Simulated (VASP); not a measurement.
A run of VASP 6.6.1 is set up as follows.

The input INCAR:

```
SYSTEM = BP
ALGO = Normal ; EDIFF = 1E-8
ENCUT = 520 ; GGA = PS
IBRION = 8 ; ISIF = 2
ISMEAR = 0 ; LASPH = .True.
LCHARG = .False. ; LEPSILON = .True.
LREAL = .False. ; LWAVE = .False.
NELM = 100 ; NSW = 1
PREC = Accurate ; SIGMA = 0.01
```

Contents of KPOINTS:

```
k-points
0
Gamma
  3 3 3
  0 0 0
```

File POSCAR:

```
BP
1.0
    0.0000000000      2.2675000000      2.2675000000
    2.2675000000      0.0000000000      2.2675000000
    2.2675000000      2.2675000000      0.0000000000
B P
1 1
Direct
    0.0000000000      0.0000000000      0.0000000000
    0.2500000000      0.2500000000      0.2500000000
```

Potentials or basis: VASP PAW PBE potentials, release 64 (B, P).

Run with:

```sh
$ cat potpaw_PBE.64/B/POTCAR potpaw_PBE.64/P/POTCAR > POTCAR
$ mpirun -np 1 vasp_std > vasp.out
```

(1) Estimate the electronic dielectric tensor (diagonal).

(2) Estimate the Born charges (mean of the diagonal).

(3) Estimate the highest phonon frequency at Γ, LO-TO splitting left out.

## Answers

(1) 19.03.

(2) B -0.30; P +0.30 e.

(3) 848 cm⁻¹.

Caveat: the k points lie up to 0.80 Å⁻¹ apart; the cell wasn't relaxed at this level first, which shifts response properties.
